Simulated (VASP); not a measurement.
Wanted: the native input for a VASP 6.6.1 run.

| Quantity | Value |
| --- | --- |
| Task | single point |
| Functional | PBE |
| Potentials or basis | VASP PAW PBE potentials, release 64 (Cs_sv, Pb_d, Br) |
| Cutoff | 520 eV |
| k mesh | 4 × 4 × 4 |
| Occupations | fermi-dirac, width 0.02 eV |
| Spin | no spin polarisation |
| Dipole correction | no |
| Further INCAR settings | ALGO = Normal; EDIFF = 1e-06; NBANDS = 30 |

The structure of CsPbBr3 lies in POSCAR:

```
CsPbBr3
1.0
    6.0103576287      0.0000000000      0.0000000000
    0.0000000000      6.0103576287      0.0000000000
    0.0000000000      0.0000000000      6.0103576287
Cs Pb Br
1 1 3
Direct
    0.0000000000      0.0000000000      0.0000000000
    0.5000000000      0.5000000000      0.5000000000
    0.0000000000      0.5000000000      0.5000000000
    0.5000000000      0.0000000000      0.5000000000
    0.5000000000      0.5000000000      0.0000000000
```

The input as run:

INCAR

```
PREC = Accurate
ENCUT = 520
EDIFF = 1E-6
ISMEAR = -1
SIGMA = 0.02
LREAL = F
LASPH = T
NELM = 100
ALGO = Normal
ISIF = 2
LWAVE = F
LCHARG = F
GGA = PE
NBANDS = 30
```

KPOINTS

```
Automatic mesh
0
Gamma
  4 4 4
```

Potentials or basis: VASP PAW PBE potentials, release 64 (Cs_sv, Pb_d, Br).

Run with:

```console
$ cat potpaw_PBE.64/Cs_sv/POTCAR potpaw_PBE.64/Pb_d/POTCAR potpaw_PBE.64/Br/POTCAR > POTCAR
$ mpirun -np 1 vasp_std > vasp.out
```

Results of the run:

| Quantity | Value |
| --- | --- |
| Pressure | 0.0 GPa |
| Band gap on the k mesh | 1.79 eV |

Caveat: spin-orbit coupling is left out, which moves the levels of the heavy elements.

Wall time 51 s on 1 thread of Intel Xeon 8259CL, on a shared host, peak memory 0.35 GiB.
